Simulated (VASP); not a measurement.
Set up this calculation in VASP 6.6.1, as the native input.

```yaml
Task: single point
Functional: HF
Potentials_or_basis: VASP PAW PBE potentials, release 64 (Sn_d, S)
Cutoff: 400 eV
k_mesh: 6 × 6 × 4
Occupations: gaussian, width 0.01 eV
Spin: no spin polarisation
Dipole_correction: no
Grid_for_exact_exchange_PRECFOCK: Normal
Further_INCAR_settings: ALGO = Normal; EDIFF = 1e-06; NBANDS = 20
Share_of_exact_exchange: 1
```

Crystal: SnS2.

```
Sn S
1.0
     3.66075    0.00000    0.00000
    -1.83038    3.17031    0.00000
     0.00000    0.00000    5.96178
Sn S
1 2
Direct
  0.00000 0.00000 0.00000
  0.33333 0.66667 0.24559
  0.66667 0.33333 0.75441
```

These files were run (other wordings do the same):

POSCAR

```
SnS2
1.0
    3.6607548100      0.0000000000      0.0000000000
   -1.8303774050      3.1703066624      0.0000000000
    0.0000000000      0.0000000000      5.9617808746
Sn S
1 2
Direct
    0.0000000000      0.0000000000      0.0000000000
    0.3333333333      0.6666666667      0.2455905346
    0.6666666667      0.3333333333      0.7544094654
```

INCAR.step1

```
ALGO = Normal
EDIFF = 1E-5
ENCUT = 400
GGA = PE
GGA_COMPAT = F
ISIF = 2
ISMEAR = 0
KPAR = 4
LASPH = T
LCHARG = F
LREAL = F
LWAVE = T
NBANDS = 20
NELM = 120
PREC = Accurate
SIGMA = 0.01
```

INCAR.step2

```
AEXX = 1.0
AGGAC = 0.0
ALDAC = 0.0
ALGO = Normal
EDIFF = 1E-6
ENCUT = 400
GGA = PE
GGA_COMPAT = F
ISIF = 2
ISMEAR = 0
ISTART = 1
KPAR = 4
LASPH = T
LCHARG = F
LHFCALC = T
LREAL = F
LWAVE = F
NBANDS = 20
NELM = 120
PREC = Accurate
PRECFOCK = Normal
SIGMA = 0.01
```

KPOINTS

```
k-points
0
Gamma
  6 6 4
```

Potentials or basis: VASP PAW PBE potentials, release 64 (Sn_d, S).

Command:

```sh
$ cat potpaw_PBE.64/Sn_d/POTCAR potpaw_PBE.64/S/POTCAR > POTCAR
$ cp INCAR.step1 INCAR
$ mpirun -np 4 vasp_std > vasp.out
$ cp INCAR.step2 INCAR
$ mpirun -np 4 vasp_std > vasp.out
```

Results of the run:

```json
{"Pressure": "0.4 GPa", "Largest force": "0.884 eV/Å", "Band gap on the k mesh": "8.37 eV (least direct gap 8.79 eV)"}
```

Caveat: the PAW data sets were made with another functional, which shifts forces and pressure a little; spin-orbit coupling is left out, which moves the levels of the heavy elements.

It took 19 min on 4 MPI ranks on AMD EPYC 7R43 64-Core Processor (Zen 3), on a shared host, peak memory 0.15 GiB a rank.
